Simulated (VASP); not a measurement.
# Ti (Fd-3m) in VASP: a series of runs

The runs below take Ti through relaxation of cell and atoms, single point, with PBEsol.

Everything below comes from runs of VASP 6.6.1. Logs are shortened: lines on timing, memory, paths and dates and some standing lists are left out, and cuts for length are marked.

### Step 1. The cell of the first run

The structure is cubic, space group Fd-3m (No. 227). The conventional cell has a = 5.058 Å, b = 5.058 Å, c = 5.058 Å, α = 90.00°, β = 90.00°, γ = 90.00°. Ti (site symmetry -43m) has 4 Ti at 2.19 Å within 2.9 Å.

### Step 2. Relaxation of cell and atoms, PBEsol, target pressure 13 GPa, at which the enthalpy is minimised

INCAR reads:

```
PREC = Accurate
ENCUT = 600
EDIFF = 1E-6
ISMEAR = -1
SIGMA = 0.05
LREAL = False
LASPH = True
NELM = 80
ALGO = Normal
ISIF = 3
LWAVE = False
LCHARG = False
GGA = PS
IBRION = 2
NSW = 32
EDIFFG = -0.005
PSTRESS = 130.0
```

KPOINTS reads:

```
Automatic mesh
0
Gamma
  13 13 13
```

POSCAR reads:

```
Ti
1.0
    0.0000000000      2.5288104279      2.5288104279
    2.5288104279      0.0000000000      2.5288104279
    2.5288104279      2.5288104279      0.0000000000
Ti
2
Direct
   -0.1250000000     -0.1250000000     -0.1250000000
    0.1250000000      0.1250000000      0.1250000000
```

Potentials or basis: VASP PAW PBE potentials, release 64 (Ti_sv).

Run with:

```sh
$ cat potpaw_PBE.64/Ti_sv/POTCAR > POTCAR
$ mpirun -np 1 vasp_std > vasp.out
```

OUTCAR:

```text
PREC = Accurate
   ENCUT = 600
   EDIFF = 1E-6
   ISMEAR = -1
   LREAL = False
   LASPH = True
   NELM = 80
   ISIF = 3
   GGA = PS
   IBRION = 2
   NSW = 32
   EDIFFG = -0.005
   PSTRESS = 130.0

 ion  position               nearest neighbor table
   1  0.875  0.875  0.875-   2 2.19   2 2.19   2 2.19   2 2.19
   2  0.125  0.125  0.125-   1 2.19   1 2.19   1 2.19   1 2.19

  LATTYP: Found a face centered cubic cell.
 ALAT       =     5.0576208558

  Lattice vectors:

 A1 = (   0.0000000000,   2.5288104279,   2.5288104279)
 A2 = (   2.5288104279,   0.0000000000,   2.5288104279)
 A3 = (   2.5288104279,   2.5288104279,   0.0000000000)

Analysis of symmetry for initial positions (statically):
=====================================================================
 Subroutine PRICEL returns:
 Original cell was already a primitive cell.

 Routine SETGRP: Setting up the symmetry group for a
 face centered cubic supercell.

 Subroutine GETGRP returns: Found 48 space group operations
 (whereof 12 operations were pure point group operations)
 out of a pool of 48 trial point group operations.

The static configuration has the point symmetry D_3d.
 The point group associated with its full space group is O_h .

Analysis of symmetry for dynamics (positions and initial velocities):
=====================================================================
 Subroutine PRICEL returns:
 Original cell was already a primitive cell.

 Routine SETGRP: Setting up the symmetry group for a
 face centered cubic supercell.

 Subroutine GETGRP returns: Found 48 space group operations
 (whereof 12 operations were pure point group operations)
 out of a pool of 48 trial point group operations.

The dynamic configuration has the point symmetry D_3d.
 The point group associated with its full space group is O_h .

 Subroutine INISYM returns: Found 48 space group operations
 (whereof 12 operations are pure point group operations),
 and found     1 'primitive' translations

----------------------------------------------------------------------------------------

                                     Primitive cell

  volume of cell :      32.3429

  direct lattice vectors                    reciprocal lattice vectors
     0.000000000  2.528810428  2.528810428    -0.197721424  0.197721424  0.197721424
     2.528810428  0.000000000  2.528810428     0.197721424 -0.197721424  0.197721424
     2.528810428  2.528810428  0.000000000     0.197721424  0.197721424 -0.197721424

  length of vectors
     3.576278004  3.576278004  3.576278004     0.342463553  0.342463553  0.342463553

  position of ions in fractional coordinates (direct lattice)
     0.875000000  0.875000000  0.875000000
     0.125000000  0.125000000  0.125000000

  ion indices of the primitive-cell ions
   primitive index   ion index
                 1           1
                 2           2

----------------------------------------------------------------------------------------

 KPOINTS: Automatic mesh

Automatic generation of k-mesh.
 Grid dimensions read from file:
 generate k-points for:   13   13   13

 Generating k-lattice:

  Cartesian coordinates                     Fractional coordinates (reciprocal lattice)
    -0.015209340  0.015209340  0.015209340     0.076923077  0.000000000  0.000000000
     0.015209340 -0.015209340  0.015209340     0.000000000  0.076923077  0.000000000
     0.015209340  0.015209340 -0.015209340     0.000000000  0.000000000  0.076923077

  Length of vectors
     0.026343350  0.026343350  0.026343350

  Shift w.r.t. Gamma in fractional coordinates (k-lattice)
     0.000000000  0.000000000  0.000000000

 Subroutine IBZKPT returns following result:
 ===========================================

 Found     84 irreducible k-points:

 Following reciprocal coordinates:
            Coordinates               Weight
  0.000000  0.000000  0.000000      1.000000
  0.076923  0.000000  0.000000      8.000000
  0.153846  0.000000  0.000000      8.000000
  0.230769  0.000000  0.000000      8.000000
  0.307692  0.000000  0.000000      8.000000
  0.384615  0.000000  0.000000      8.000000
[... 16 lines left out ...]
  0.384615  0.153846  0.000000     24.000000
  0.461538  0.153846  0.000000     24.000000
 [... further k-points ...]
   k-points           NKPTS =     84   k-points in BZ     NKDIM =     84   number of bands    NBANDS=     16
   number of dos      NEDOS =    301   number of ions     NIONS =      2
   total plane-waves  NPLWV =  27000
   dimension x,y,z NGX =    30 NGY =   30 NGZ =   30
   dimension x,y,z NGXF=    60 NGYF=   60 NGZF=   60
   ions per type =               2
   NGX,Y,Z   is equivalent  to a cutoff of  13.95, 13.95, 13.95 a.u.
   NGXF,Y,Z  is equivalent  to a cutoff of  27.89, 27.89, 27.89 a.u.
 SYSTEM =  unknown system
   PREC   = accura    normal or accurate (medium, high low for compatibility)
   ISTART =      0    job   : 0-new  1-cont  2-samecut
   ICHARG =      2    charge: 1-file 2-atom 10-const
   ISPIN  =      1    spin polarized calculation?
   LNONCOLLINEAR =      F non collinear calculations
   LSORBIT =      F    spin-orbit coupling
   LASPH  =      T    aspherical Exc in radial PAW
   ENCUT  =  600.0 eV  44.10 Ry    6.64 a.u.   7.14  7.14  7.14*2*pi/ulx,y,z
   NELM   =     80;   NELMIN=  2; NELMDL= -5     # of ELM steps
   EDIFF  = 0.1E-05   stopping-criterion for ELM
   LREAL  =      F    real-space projection
   EDIFFG = -.5E-02   stopping-criterion for IOM
   NSW    =     32    number of steps for IOM
   IBRION =      2    ionic relax: 0-MD 1-quasi-New 2-CG
   NFREE  =      1    steps in history (QN), initial steepest desc. (CG)
   ISIF   =      3    stress and relaxation
   ISYM   =      2    0-nonsym 1-usesym 2-fastsym
   POTIM  = 0.5000    time-step for ionic-motion
   TEBEG  =    0.0;   TEEND  =   0.0 temperature during run
   PSTRESS=  130.0 pullay stress
   NELECT =      24.0000    total number of electrons
   NUPDOWN=      -1.0000    fix difference up-down
   EMIN   =  10.00;   EMAX   =-10.00  energy-range for DOS
   EFERMI =   0.00;   METHOD = LEGACY
   ISMEAR =    -1;   SIGMA  =   0.05  broadening in eV -4-tet -1-fermi 0-gaus
   EFERMI_NEDOS =   21; number of points for ismear=-14 and -15
   IALGO  =     38    algorithm
   IMIX   =      4    mixing-type and parameters
     AMIX     =   0.40;   BMIX     =  1.00
     AMIX_MAG =   1.60;   BMIX_MAG =  1.00
  volume/ion in A,a.u.               =      16.17       109.13
  Fermi-wavevector in a.u.,A,eV,Ry     =   1.482128  2.800815 29.887954  2.196703
  Thomas-Fermi vector in A             =   2.595952
   LORBIT       =      0    0 simple, 1 ext, 2 COOP (PROOUT), +10 PAW based schemes
   GGA     = PS    functional components
   LHFCALC =     F    Hartree Fock is set to
   AEXX    =    0.0000 exact exchange contribution
   IVDW    =     0    specifies the selected vdW correction
   LEPSILON=     F    determine dielectric tensor
   LRPA    =     F    only Hartree local field effects (RPA)
 conjugate gradient relaxation of ions
 non-spin polarized calculation
  energy-cutoff  :      600.00
  volume of cell :       32.34
 maximum number of plane-waves:      1093
 NGX is ok and might be reduce to    30
   NGX = 15   NGY = 15   NGZ = 15

--------------------------------------- Ionic step        1  -------------------------------------------

 number of electron      23.9999995 magnetization

 Free energy of the ion-electron system (eV)
  ---------------------------------------------------
  ext. energy  EPLUGINS =         0.00000000
  ---------------------------------------------------
  free energy    TOTEN  =       -11.56818550 eV

  energy without entropy =      -11.53285779  energy(sigma->0) =      -11.55052164

------------------------ aborting loop because EDIFF is reached ----------------------------------------

  FORCE on cell =-STRESS in cart. coord.  units (eV):
  Direction    XX          YY          ZZ          XY          YZ          ZX
  --------------------------------------------------------------------------------------
  -------------------------------------------------------------------------------------
  Total        2.8700750      2.8700750      2.8700750     -0.0000000      0.0000000      0.0000000
  in kB      142.1755821    142.1755821    142.1755821     -0.0000000      0.0000000      0.0000000
  external PRESSURE =      12.1755821 kB  Pullay stress =     130.0000000 kB

 VOLUME and BASIS-vectors are now :
 -----------------------------------------------------------------------------
  energy-cutoff  :      600.00
  volume of cell :       32.34
      direct lattice vectors                 reciprocal lattice vectors
     0.000000000  2.528810428  2.528810428    -0.197721424  0.197721424  0.197721424
     2.528810428  0.000000000  2.528810428     0.197721424 -0.197721424  0.197721424
     2.528810428  2.528810428  0.000000000     0.197721424  0.197721424 -0.197721424
[... 46 lines left out ...]
  FREE ENERGIE OF THE ION-ELECTRON SYSTEM (eV)
  ---------------------------------------------------
  free  energy   TOTEN  =       -11.6166624393 eV

  energy  without entropy=      -11.5791659382  energy(sigma->0) =      -11.59791419

  enthalpy is  TOTEN    =        -8.9454207835 eV   P V=        2.6712416558

--------------------------------------- Ionic step        3  -------------------------------------------

 number of electron      23.9999994 magnetization

 Free energy of the ion-electron system (eV)
  ---------------------------------------------------
  ext. energy  EPLUGINS =         0.00000000
  ---------------------------------------------------
  free energy    TOTEN  =       -11.60674939 eV

  energy without entropy =      -11.56976641  energy(sigma->0) =      -11.58825790

 E-fermi :   8.5797     XC(G=0): -11.5968

 val. band max:        8.5775627259   @ k =   0.3077   0.3077   0.0000
 cond. band min:       8.5924209226   @ k =  -0.3846   0.3077   0.1538
 fundamental gap:      0.0148581967
 Fermi energy:         8.5797029048

 k-point     1 :       0.0000    0.0000    0.0000
  band No.  band energies     occupation
      1     -48.0570      2.00000
      2     -46.6132      2.00000
      3     -24.6800      2.00000
      4     -24.6800      2.00000
      5     -24.6800      2.00000
      6     -23.0883      2.00000
[... 8 lines left out ...]
     15      10.8891      0.00000
     16      10.8891      0.00000
[... 419 lines left out ...]
 k-point    24 :       0.4615    0.1538    0.0000
  band No.  band energies     occupation
      1     -47.6977      2.00000
      2     -47.0078      2.00000
      3     -25.0449      2.00000
      4     -24.9551      2.00000
      5     -24.4926      2.00000
      6     -23.2524      2.00000
[... 8 lines left out ...]
     15       9.6835      0.00000
     16      11.3130      0.00000

 [... further k-points ...]
[... 5 lines left out ...]
  --------------------------------------------------------------------------------------
  -------------------------------------------------------------------------------------
  Total        2.6549720      2.6549720      2.6549720     -0.0000000      0.0000000      0.0000000
  in kB      129.6954125    129.6954125    129.6954125     -0.0000000      0.0000000      0.0000000
  external PRESSURE =      -0.3045875 kB  Pullay stress =     130.0000000 kB

 VOLUME and BASIS-vectors are now :
 -----------------------------------------------------------------------------
  energy-cutoff  :      600.00
  volume of cell :       32.80
      direct lattice vectors                 reciprocal lattice vectors
    -0.000000000  2.540613721  2.540613721    -0.196802842  0.196802842  0.196802842
     2.540613721  0.000000000  2.540613721     0.196802842 -0.196802842  0.196802842
     2.540613721  2.540613721  0.000000000     0.196802842  0.196802842 -0.196802842

 POSITION                                       TOTAL-FORCE (eV/Angst)
 -----------------------------------------------------------------------------------
      4.44607      4.44607      4.44607        -0.000000     -0.000000     -0.000000
      0.63515      0.63515      0.63515         0.000000      0.000000      0.000000
 -----------------------------------------------------------------------------------
    total drift:                               -0.000000      0.000000      0.000000

  FREE ENERGIE OF THE ION-ELECTRON SYSTEM (eV)
  ---------------------------------------------------
  free  energy   TOTEN  =       -11.6067493947 eV

  energy  without entropy=      -11.5697664067  energy(sigma->0) =      -11.58825790

  enthalpy is  TOTEN    =        -8.9455422360 eV   P V=        2.6612071587

 reached required accuracy - stopping structural energy minimisation
```

It took 70 s on 1 thread of Intel Xeon 6975P-C (Granite Rapids), shared host; peak memory 0.2 GiB.

Results:

```yaml
Free_energy: -11.6067 eV
Relaxed_volume: 16.40 Å³/atom
Relaxed_cell: a = 3.593 Å, b = 3.593 Å, c = 3.593 Å, α = 60.00°, β = 60.00°, γ = 60.00°
Space_group_after_relaxing_to_0.05_Å: Fd-3m (No. 227)
Energy_change_on_relaxing_the_enthalpy_is_what_falls: -19.3 meV/atom
Ionic_steps: 3
Pressure_after_relaxing: 13.0 GPa
Band_gap_on_the_k_mesh: zero (band 12 reaches 9.05 eV, above the bottom of band 13 at 8.22 eV)
```

The path:
```
step  energy change (eV)  largest force (eV/Å)  pressure (GPa)  volume (Å³)
   1              0.0000                0.0000           14.22        32.34
   2             -0.0485                0.0000           12.75        32.92
   3             -0.0386                0.0000           12.97        32.80
```

Final structure:
```cif
data_structure
_symmetry_space_group_name_H-M 'P 1'
_symmetry_Int_Tables_number 1
_cell_length_a 3.5930
_cell_length_b 3.5930
_cell_length_c 3.5930
_cell_angle_alpha 60.000
_cell_angle_beta 60.000
_cell_angle_gamma 60.000
_cell_volume 32.80
loop_
_atom_site_label
_atom_site_type_symbol
_atom_site_fract_x
_atom_site_fract_y
_atom_site_fract_z
_atom_site_occupancy
Ti1 Ti 0.87500 0.87500 0.87500 1
Ti2 Ti 0.12500 0.12500 0.12500 1
```

Caveat: the cell is relaxed towards a set pressure, so the enthalpy falls and the energy may rise; the PAW data sets were made with another functional, which shifts forces and pressure a little.

### Step 3. Relaxation of cell and atoms, PBEsol, target pressure 13 GPa, at which the enthalpy is minimised

This run uses another cell than the first one, of 18.15 Å³/atom, 1.123 times its volume.

INCAR reads:

```
ALGO = Normal ; EDIFF = 1E-7
EDIFFG = -0.005 ; ENCUT = 600
GGA = PS ; IBRION = 2
ISIF = 3 ; ISMEAR = -1
LASPH = T ; LCHARG = F
LREAL = F ; LWAVE = F
NELM = 80 ; NSW = 60
PREC = Accurate ; PSTRESS = 130.0
SIGMA = 0.05
```

KPOINTS reads:

```
k-points
0
Gamma
  13 13 13
```

POSCAR reads:

```
Ti
1.0
    0.0000000000      2.6282234263      2.6282234263
    2.6282234263      0.0000000000      2.6282234263
    2.6282234263      2.6282234263      0.0000000000
Ti
2
Direct
   -0.1250000000     -0.1250000000     -0.1250000000
    0.1250000000      0.1250000000      0.1250000000
```

Potentials or basis: VASP PAW PBE potentials, release 64 (Ti_sv).

Run with:

```sh
$ cat potpaw_PBE.64/Ti_sv/POTCAR > POTCAR
$ mpirun -np 1 vasp_std > vasp.out
```

It took 2.1 min on 1 thread of Intel Xeon 6975P-C (Granite Rapids), shared host; peak memory 0.2 GiB.

It converged, with:

| Property | Result |
| --- | --- |
| Free energy | -11.6085 eV |
| Relaxed volume | 16.40 Å³/atom |
| Relaxed cell | a = 3.593 Å, b = 3.593 Å, c = 3.593 Å, α = 60.00°, β = 60.00°, γ = 60.00° |
| Space group after relaxing (to 0.05 Å) | Fd-3m (No. 227) |
| Energy change on relaxing (the enthalpy is what falls) | +105.3 meV/atom |
| Ionic steps | 5 |
| Pressure after relaxing | 13.0 GPa |
| Band gap on the k mesh | zero (band 12 reaches 9.06 eV, above the bottom of band 13 at 8.22 eV) |

The path:
```csv
step,energy change (eV),largest force (eV/Å),pressure (GPa),volume (Å³)
1,0.0000,0.0000,6.49,36.31
2,0.2291,0.0000,13.58,32.57
3,0.2084,0.0000,12.95,32.82
4,0.2139,0.0000,13.09,32.75
5,0.2105,0.0000,13.01,32.79
```

Final structure:
```yaml
crystal:
  lattice:
    - [0.00000, 2.54046, 2.54046]
    - [2.54046, 0.00000, 2.54046]
    - [2.54046, 2.54046, 0.00000]
  atoms:
    - { symbol: Ti, position: [0.87500, 0.87500, 0.87500] }
    - { symbol: Ti, position: [0.12500, 0.12500, 0.12500] }
```

Levels at points of the mesh, in eV from the Fermi level:
```tsv
k point	band 10	band 11	band 12	band 13	band 14	band 15
(0.00, 0.00, 0.00)	-1.37	-1.37	-0.21	-0.21	-0.21	2.31
```

Caveat: the cell is relaxed towards a set pressure, so the enthalpy falls and the energy may rise; the PAW data sets were made with another functional, which shifts forces and pressure a little.

(Part 1 of 2 ends here.)
